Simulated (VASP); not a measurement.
# BaF2 (Fm-3m) in VASP: single point with PBE

Aim: the single point of BaF2 with PBE.

All numbers are computed with VASP 6.6.1; they aren't measurements. Logs are shortened: lines on timing, memory, paths and dates and some standing lists are left out, and cuts for length are marked.

**1. The cell of the first run**

It takes space group Fm-3m (No. 225, cubic). The conventional cell has a = 6.246 Å, b = 6.246 Å, c = 6.246 Å, α = 90.00°, β = 90.00°, γ = 90.00°. Within 3.6 Å of Ba (site symmetry m-3m) lie 8 F at 2.70 Å. F (site symmetry -43m) has 4 Ba at 2.70 Å and 6 F at 3.12 Å within 3.6 Å.

**2. Single point, PBE, non-collinear spin, zero start, spin-orbit coupling**

Input file POSCAR:

```
BaF2
1.0
    0.0000000000      3.1230009539      3.1230009539
    3.1230009539      0.0000000000      3.1230009539
    3.1230009539      3.1230009539      0.0000000000
Ba F
1 2
Direct
    0.0000000000      0.0000000000      0.0000000000
    0.2500000000      0.2500000000      0.2500000000
    0.7500000000      0.7500000000      0.7500000000
```

Input file INCAR.step1:

```
PREC     = Accurate       # precision mode
ENCUT    = 520            # plane-wave cutoff, eV
EDIFF    = 1E-6           # SCF threshold, eV
ISMEAR   = 0              # smearing method
SIGMA    = 0.02           # smearing width, eV
LREAL    = False          # projectors in reciprocal space
LASPH    = True           # aspherical terms in the spheres
NELM     = 200            # most SCF steps
ALGO     = Normal         # electronic algorithm
ISIF     = 2              # what is computed and relaxed
LWAVE    = False          # write WAVECAR
LCHARG   = True           # write CHGCAR
LNONCOLLINEAR= True           # non-collinear magnetism
MAGMOM   = 0 0 0 0 0 0 0 0 0 # initial moments
LSORBIT  = True           # spin-orbit coupling
GGA_COMPAT= False        
LORBMOM  = True         
GGA      = PE             # functional
NBANDS   = 37             # bands
NEDOS    = 2001           # points of the DOS
LORBIT   = 11             # projections on sites
```

Input file KPOINTS.step1:

```
regular mesh
0
Gamma
  6 6 6
```

Input file INCAR.step2:

```
PREC     = Accurate       # precision mode
ENCUT    = 520            # plane-wave cutoff, eV
EDIFF    = 1E-6           # SCF threshold, eV
ISMEAR   = -5             # smearing method
SIGMA    = 0.02           # smearing width, eV
LREAL    = False          # projectors in reciprocal space
LASPH    = True           # aspherical terms in the spheres
NELM     = 200            # most SCF steps
ALGO     = Normal         # electronic algorithm
ISIF     = 2              # what is computed and relaxed
LWAVE    = False          # write WAVECAR
LCHARG   = False          # write CHGCAR
LNONCOLLINEAR= True           # non-collinear magnetism
MAGMOM   = 0 0 0 0 0 0 0 0 0 # initial moments
LORBIT   = 11             # projections on sites
LSORBIT  = True           # spin-orbit coupling
GGA_COMPAT= False        
LORBMOM  = True         
GGA      = PE             # functional
NEDOS    = 1001           # points of the DOS
ICHARG   = 11             # starting density
```

Input file KPOINTS.step2:

```
regular mesh
0
Gamma
  9 9 9
```

Potentials or basis: VASP PAW PBE potentials, release 64 (Ba_sv, F).

The run is started by

```console
$ cat potpaw_PBE.64/Ba_sv/POTCAR potpaw_PBE.64/F/POTCAR > POTCAR
$ cp INCAR.step1 INCAR
$ cp KPOINTS.step1 KPOINTS
$ mpirun -np 1 vasp_ncl > vasp.out
$ cp INCAR.step2 INCAR
$ cp KPOINTS.step2 KPOINTS
$ mpirun -np 1 vasp_ncl > vasp.out
```

OUTCAR:

```text
PREC = Accurate
   ENCUT = 520
   EDIFF = 1E-6
   ISMEAR = -5
   LREAL = False
   LASPH = True
   NELM = 200
   ISIF = 2
   LNONCOLLINEAR = True
   LORBIT = 11
   LSORBIT = True
   GGA = PE
   ICHARG = 11

 ion  position               nearest neighbor table
   1  0.000  0.000  0.000-   3 2.70   3 2.70   3 2.70   2 2.70   3 2.70   2 2.70   2 2.70   2 2.70

   2  0.250  0.250  0.250-   1 2.70   1 2.70   1 2.70   1 2.70
   3  0.750  0.750  0.750-   1 2.70   1 2.70   1 2.70   1 2.70

  LATTYP: Found a face centered cubic cell.
 ALAT       =     6.2460019078

  Lattice vectors:

 A1 = (   0.0000000000,   3.1230009539,   3.1230009539)
 A2 = (   3.1230009539,   0.0000000000,   3.1230009539)
 A3 = (   3.1230009539,   3.1230009539,   0.0000000000)

Analysis of symmetry for initial positions (statically):
=====================================================================
 Subroutine PRICEL returns:
 Original cell was already a primitive cell.

 Routine SETGRP: Setting up the symmetry group for a
 face centered cubic supercell.

 Subroutine GETGRP returns: Found 48 space group operations
 (whereof 48 operations were pure point group operations)
 out of a pool of 48 trial point group operations.

The static configuration has the point symmetry O_h .

Analysis of symmetry for dynamics (positions and initial velocities):
=====================================================================
 Subroutine PRICEL returns:
 Original cell was already a primitive cell.

 Routine SETGRP: Setting up the symmetry group for a
 face centered cubic supercell.

 Subroutine GETGRP returns: Found 48 space group operations
 (whereof 48 operations were pure point group operations)
 out of a pool of 48 trial point group operations.

The dynamic configuration has the point symmetry O_h .

Analysis of structural, dynamic, and magnetic symmetry:
=====================================================================
 Subroutine PRICEL returns:
 Original cell was already a primitive cell.

 Routine SETGRP: Setting up the symmetry group for a
 face centered cubic supercell.

 Subroutine GETGRP returns: Found 48 space group operations
 (whereof 48 operations were pure point group operations)
 out of a pool of 48 trial point group operations.

The overall configuration has the point symmetry O_h .

 Subroutine INISYM returns: Found 48 space group operations
 (whereof 48 operations are pure point group operations),
 and found     1 'primitive' translations

----------------------------------------------------------------------------------------

                                     Primitive cell

  volume of cell :      60.9181

  direct lattice vectors                    reciprocal lattice vectors
     0.000000000  3.123000954  3.123000954    -0.160102417  0.160102417  0.160102417
     3.123000954  0.000000000  3.123000954     0.160102417 -0.160102417  0.160102417
     3.123000954  3.123000954  0.000000000     0.160102417  0.160102417 -0.160102417

  length of vectors
     4.416590304  4.416590304  4.416590304     0.277305520  0.277305520  0.277305520

  position of ions in fractional coordinates (direct lattice)
     0.000000000  0.000000000  0.000000000
     0.250000000  0.250000000  0.250000000
     0.750000000  0.750000000  0.750000000

  ion indices of the primitive-cell ions
   primitive index   ion index
                 1           1
                 2           2
                 3           3

----------------------------------------------------------------------------------------

 KPOINTS: regular mesh

Automatic generation of k-mesh.
 Grid dimensions read from file:
 generate k-points for:    9    9    9

 Generating k-lattice:

  Cartesian coordinates                     Fractional coordinates (reciprocal lattice)
    -0.017789157  0.017789157  0.017789157     0.111111111  0.000000000  0.000000000
     0.017789157 -0.017789157  0.017789157     0.000000000  0.111111111  0.000000000
     0.017789157  0.017789157 -0.017789157     0.000000000  0.000000000  0.111111111

  Length of vectors
     0.030811724  0.030811724  0.030811724

  Shift w.r.t. Gamma in fractional coordinates (k-lattice)
     0.000000000  0.000000000  0.000000000
[... 77 lines left out ...]
   LORBIT       =     11    0 simple, 1 ext, 2 COOP (PROOUT), +10 PAW based schemes
   GGA     = PE    functional components
   LHFCALC =     F    Hartree Fock is set to
   AEXX    =    0.0000 exact exchange contribution
   IVDW    =     0    specifies the selected vdW correction
   LEPSILON=     F    determine dielectric tensor
   LRPA    =     F    only Hartree local field effects (RPA)
 Fermi weights with tetrahedron method with Bloechl corrections
  energy-cutoff  :      520.00
  volume of cell :       60.92
 maximum number of plane-waves:      3310
 NGX is ok and might be reduce to    36

 number of electron      24.0000013 magnetization      -0.0000000     -0.0000000      0.0000000

 Free energy of the ion-electron system (eV)
  ---------------------------------------------------
  ext. energy  EPLUGINS =         0.00000000
  ---------------------------------------------------
  free energy    TOTEN  =       -17.31548239 eV

  energy without entropy =      -17.31548239  energy(sigma->0) =      -17.31548239

 E-fermi :  -2.1141     XC(G=0):  -8.6015

 val. band max:       -2.1407039816   @ k =  -0.2222   0.2222   0.0000
 cond. band min:       4.5050092696   @ k =   0.0000   0.0000   0.0000
 fundamental gap:      6.6457132511
 Fermi energy:        -2.1141027051

 k-point     1 :       0.0000    0.0000    0.0000
  band No.  band energies     occupation
      1     -25.3214      1.00000
      2     -25.3214      1.00000
      3     -21.0581      1.00000
      4     -21.0581      1.00000
      5     -21.0366      1.00000
      6     -21.0366      1.00000
[... 829 lines left out ...]
     31       9.5329      0.00000
     32       9.5624      0.00000

 [... further k-points ...]

------------------------ aborting loop because EDIFF is reached ----------------------------------------

  FORCE on cell =-STRESS in cart. coord.  units (eV):
  Direction    XX          YY          ZZ          XY          YZ          ZX
  --------------------------------------------------------------------------------------
  -------------------------------------------------------------------------------------
  Total        0.3744221      0.3744221      0.3744221     -0.0000000     -0.0000000     -0.0000000
  in kB        9.8474930      9.8474930      9.8474930     -0.0000000     -0.0000000     -0.0000000
  external PRESSURE =       9.8474930 kB  Pullay stress =       0.0000000 kB

 VOLUME and BASIS-vectors are now :
 -----------------------------------------------------------------------------
  energy-cutoff  :      520.00
  volume of cell :       60.92
      direct lattice vectors                 reciprocal lattice vectors
     0.000000000  3.123000954  3.123000954    -0.160102417  0.160102417  0.160102417
     3.123000954  0.000000000  3.123000954     0.160102417 -0.160102417  0.160102417
     3.123000954  3.123000954  0.000000000     0.160102417  0.160102417 -0.160102417

 POSITION                                       TOTAL-FORCE (eV/Angst)
 -----------------------------------------------------------------------------------
      0.00000      0.00000      0.00000        -0.000000      0.000000     -0.000000
      1.56150      1.56150      1.56150         0.000000      0.000000      0.000000
      4.68450      4.68450      4.68450         0.000000     -0.000000     -0.000000
 -----------------------------------------------------------------------------------
    total drift:                                0.000000      0.000000      0.000000

  FREE ENERGIE OF THE ION-ELECTRON SYSTEM (eV)
  ---------------------------------------------------
  free  energy   TOTEN  =       -17.3154823915 eV

  energy  without entropy=      -17.3154823915  energy(sigma->0) =      -17.31548239

 orbital moment (x)

 # of ion     p       d       tot
 ----------------------------------------
  1         0.000   0.000   0.000
  2         0.000   0.000   0.000
  3         0.000   0.000   0.000
 ----------------------------------------
            0.000   0.000   0.000

 orbital moment (y)

 # of ion     p       d       tot
 ----------------------------------------
  1         0.000   0.000   0.000
  2        -0.000   0.000  -0.000
  3         0.000   0.000   0.000
 ----------------------------------------
           -0.000   0.000  -0.000

 orbital moment (z)

 # of ion     p       d       tot
 ----------------------------------------
  1         0.000   0.000   0.000
  2         0.000   0.000   0.000
  3         0.000   0.000   0.000
 ----------------------------------------
            0.000   0.000   0.000

 Spin-Orbit-Coupling matrix elements

 Ion:    1  E_soc:     -0.3816664
 l=   1
     0.0000000    -0.0635111    -0.0635111
    -0.0635111     0.0000000    -0.0635111
    -0.0635111    -0.0635111     0.0000000
 l=   2
     0.0000000    -0.0000293     0.0000000    -0.0000293    -0.0000706
    -0.0000293     0.0000000    -0.0000530    -0.0000293    -0.0000177
     0.0000000    -0.0000530     0.0000000    -0.0000530     0.0000000
    -0.0000293    -0.0000293    -0.0000530     0.0000000    -0.0000177
    -0.0000706    -0.0000177     0.0000000    -0.0000177     0.0000000
 l=   3
     0.0000000     0.0000000     0.0000000     0.0000000     0.0000000     0.0000000     0.0000000
     0.0000000     0.0000000     0.0000000     0.0000000     0.0000000     0.0000000     0.0000000
     0.0000000     0.0000000     0.0000000     0.0000000     0.0000000     0.0000000     0.0000000
     0.0000000     0.0000000     0.0000000     0.0000000     0.0000000     0.0000000     0.0000000
[... 29 lines left out ...]
 l=   2
     0.0000000     0.0000000     0.0000000     0.0000000     0.0000000
     0.0000000     0.0000000     0.0000000     0.0000000     0.0000000
     0.0000000     0.0000000     0.0000000     0.0000000     0.0000000
     0.0000000     0.0000000     0.0000000     0.0000000     0.0000000
     0.0000000     0.0000000     0.0000000     0.0000000     0.0000000
 l=   3
     0.0000000     0.0000000     0.0000000     0.0000000     0.0000000     0.0000000     0.0000000
     0.0000000     0.0000000     0.0000000     0.0000000     0.0000000     0.0000000     0.0000000
     0.0000000     0.0000000     0.0000000     0.0000000     0.0000000     0.0000000     0.0000000
     0.0000000     0.0000000     0.0000000     0.0000000     0.0000000     0.0000000     0.0000000
     0.0000000     0.0000000     0.0000000     0.0000000     0.0000000     0.0000000     0.0000000
     0.0000000     0.0000000     0.0000000     0.0000000     0.0000000     0.0000000     0.0000000
     0.0000000     0.0000000     0.0000000     0.0000000     0.0000000     0.0000000     0.0000000

 total charge

# of ion       s       p       d       tot
------------------------------------------
    1        1.998   5.646   0.220   7.864
    2        1.734   4.358   0.000   6.092
    3        1.734   4.358   0.000   6.092
--------------------------------------------------
tot          5.466  14.362   0.220  20.049

 magnetization (x)

# of ion       s       p       d       tot
------------------------------------------
    1        0.000  -0.000   0.000  -0.000
    2       -0.000   0.000   0.000   0.000
    3       -0.000   0.000   0.000   0.000
--------------------------------------------------
tot         -0.000   0.000   0.000   0.000

 magnetization (y)

# of ion       s       p       d       tot
------------------------------------------
    1        0.000   0.000   0.000   0.000
    2       -0.000   0.000   0.000  -0.000
    3        0.000   0.000   0.000   0.000
--------------------------------------------------
tot         -0.000   0.000   0.000  -0.000

 magnetization (z)

# of ion       s       p       d       tot
------------------------------------------
    1        0.000   0.000   0.000   0.000
    2       -0.000   0.000   0.000  -0.000
    3       -0.000   0.000   0.000  -0.000
--------------------------------------------------
tot         -0.000   0.000   0.000  -0.000
```

Wall time 3.8 min (1 thread of AMD EPYC 7R13 (Zen 3), shared host); peak memory 0.38 GiB.

Results:

| Item | Value |
| --- | --- |
| Net moment | 0.00 μB per cell |
| Valence electrons inside the program's atomic spheres | Ba 7.86; F 6.09 |

Moments on the atoms (μB; x, y, z):
```
Ba  0.00 0.00 0.00
F   0.00 0.00 0.00
F   0.00 0.00 0.00
```
